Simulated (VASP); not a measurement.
Here is a VASP 6.6.1 calculation.

Contents of POSCAR:

```
MoS2
1.0
    3.2343597471      0.0000000000      0.0000000000
   -1.6171798736      2.8010377060      0.0000000000
    0.0000000000      0.0000000000      6.1748235479
Mo S
1 2
Direct
    0.0000000000      0.0000000000      0.5000000000
    0.6666666667      0.3333333333      0.7499589635
    0.3333333333      0.6666666667      0.2500410365
```

File INCAR.step1:

```
SYSTEM = MoS2
  ALGO = Normal
  EDIFF = 1E-4
  ENCUT = 520
  GGA = PE
  ISMEAR = -1
  LASPH = .True.
  LCHARG = .False.
  LDAU = .True.
  LDAUJ = 0 0
  LDAUL = 2 -1
  LDAUTYPE = 2
  LDAUU = 5 0
  LMAXMIX = 4
  LREAL = .False.
  LWAVE = .True.
  NBANDS = 20
  NELM = 150
  PREC = Accurate
  SIGMA = 0.05
```

The input INCAR.step2:

```
SYSTEM = MoS2
  ALGO = Normal
  EDIFF = 1E-6
  ENCUT = 520
  ISIF = 2
  ISMEAR = -1
  ISTART = 1
  LASPH = .True.
  LCHARG = .False.
  LDAU = .True.
  LDAUJ = 0 0
  LDAUL = 2 -1
  LDAUPRINT = 1
  LDAUTYPE = 2
  LDAUU = 5 0
  LMAXMIX = 4
  LMIXTAU = .True.
  LREAL = .False.
  LWAVE = .False.
  METAGGA = R2SCAN
  NBANDS = 20
  NELM = 150
  PREC = Accurate
  SIGMA = 0.05
```

The input KPOINTS:

```
k-points
0
Gamma
  9 9 4
  0 0 0
```

Potentials or basis: VASP PAW PBE potentials, release 64 (Mo_sv, S).

Run with:

```console
$ cat potpaw_PBE.64/Mo_sv/POTCAR potpaw_PBE.64/S/POTCAR > POTCAR
$ cp INCAR.step1 INCAR
$ mpirun -np 1 vasp_std > vasp.out
$ cp INCAR.step2 INCAR
$ mpirun -np 1 vasp_std > vasp.out
```

Task: Predict the band gap on the k mesh.

Result: Zero (bands 13 and 14 overlap by 1.43 eV).

Task: Predict the pressure.

Result: 2.8 GPa.

Task: What does it give for the largest force?

Result: 0.238 eV/Å.

Forces in eV/Å, atoms in the order of the input:
```
Mo   0.000  0.000  0.000
S    0.000  0.000  0.238
S    0.000  0.000 -0.238
```

Caveat: the PAW data sets were made with another functional, which shifts forces and pressure a little; U without spin polarisation on a metal has little footing.
